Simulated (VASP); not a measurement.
Set up this calculation in VASP 6.6.1, as the native input.

- Task: single point
- Functional: LDA
- Potentials or basis: VASP PAW LDA potentials, release 64 (Zr_sv, Ag)
- Cutoff: 520 eV
- k mesh: 7 × 7 × 8
- Occupations: fermi-dirac, width 0.05 eV
- Spin: no spin polarisation
- Dipole correction: no
- Further INCAR settings: ALGO = Normal; EDIFF = 1e-07; NBANDS = 32

The structure of Zr3Ag lies in POSCAR:

```
Zr3Ag
1.0
    4.5660000000      0.0000000000      0.0000000000
    0.0000000000      4.5660000000      0.0000000000
    0.0000000000      0.0000000000      4.0258600000
Zr Ag
3 1
Direct
    0.5000000000      0.5000000000      0.0000000000
    0.0000000000      0.5000000000      0.5000000000
    0.5000000000      0.0000000000      0.5000000000
    0.0000000000      0.0000000000      0.0000000000
```

This cell differs from its parent crystal: zz strain of +1 %.

These files were run (other wordings do the same):

INCAR

```
SYSTEM = Zr3Ag
PREC = Accurate
ENCUT = 520
EDIFF = 1E-7
ISMEAR = -1
SIGMA = 0.05
LREAL = .False.
LASPH = .True.
NELM = 80
ALGO = Normal
ISIF = 2
LWAVE = .False.
LCHARG = .False.
GGA = CA
NBANDS = 32
```

KPOINTS

```
Automatic mesh
0
Gamma
  7 7 8
  0 0 0
```

Potentials or basis: VASP PAW LDA potentials, release 64 (Zr_sv, Ag).

The run is started by

```console
$ cat potpaw_LDA.64/Zr_sv/POTCAR potpaw_LDA.64/Ag/POTCAR > POTCAR
$ mpirun -np 1 vasp_std > vasp.out
```

It gave:

```json
{
 "Pressure": "-5.7 GPa",
 "Band gap on the k mesh": "zero (an odd number of electrons rules out a gap without spin polarisation)"
}
```

Caveat: the cell differs from its parent crystal (zz strain of +1 %); the cell stands under tension.

It took 91 s on 1 thread of AMD EPYC 7R43 64-Core Processor (Zen 3) (shared host), peak memory 0.2 GiB.
